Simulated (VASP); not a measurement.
Set up this calculation in VASP 6.6.1, as the native input.

```yaml
Task: single point
Functional: LDA
Potentials_or_basis: VASP PAW LDA potentials, release 64 (Al, Ga_d, N)
Cutoff: 520 eV
k_mesh: 6 × 6 × 6
Occupations: gaussian, width 0.05 eV
Spin: no spin polarisation
Dipole_correction: no
Further_INCAR_settings: ALGO = Normal; EDIFF = 1e-07; NBANDS = 41
```

The structure of AlGa3N4 lies in POSCAR:

```
AlGa3N4
1.0
    4.4270176661      0.0000000000      0.0000000000
    0.0000000000      4.4270176661      0.0000000000
    0.0000000000      0.0000000000      4.4270176661
Al Ga N
1 3 4
Direct
    0.0000000000      0.0000000000      0.0000000000
    0.5000000000      0.5000000000      0.0000000000
    0.5000000000      0.0000000000      0.5000000000
    0.0000000000      0.5000000000      0.5000000000
    0.7548139557      0.7548139557      0.2451860443
    0.7548139557      0.2451860443      0.7548139557
    0.2451860443      0.7548139557      0.7548139557
    0.2451860443      0.2451860443      0.2451860443
```

The input as run:

INCAR

```
PREC = Accurate
ENCUT = 520
EDIFF = 1E-7
ISMEAR = 0
SIGMA = 0.05
LREAL = F
LASPH = T
NELM = 80
ALGO = Normal
ISIF = 2
LWAVE = F
LCHARG = F
GGA = CA
NBANDS = 41
```

KPOINTS

```
regular mesh
0
Gamma
  6 6 6
```

Potentials or basis: VASP PAW LDA potentials, release 64 (Al, Ga_d, N).

Launch:

```console
$ cat potpaw_LDA.64/Al/POTCAR potpaw_LDA.64/Ga_d/POTCAR potpaw_LDA.64/N/POTCAR > POTCAR
$ mpirun -np 1 vasp_std > vasp.out
```

It gave:

```
Pressure               : 1.0 GPa
Largest force          : 0.030 eV/Å
Band gap on the k mesh : 2.57 eV
```

Run time: 2.1 min on 1 thread of Intel Xeon 8259CL, with other jobs on the host, peak memory 0.2 GiB.
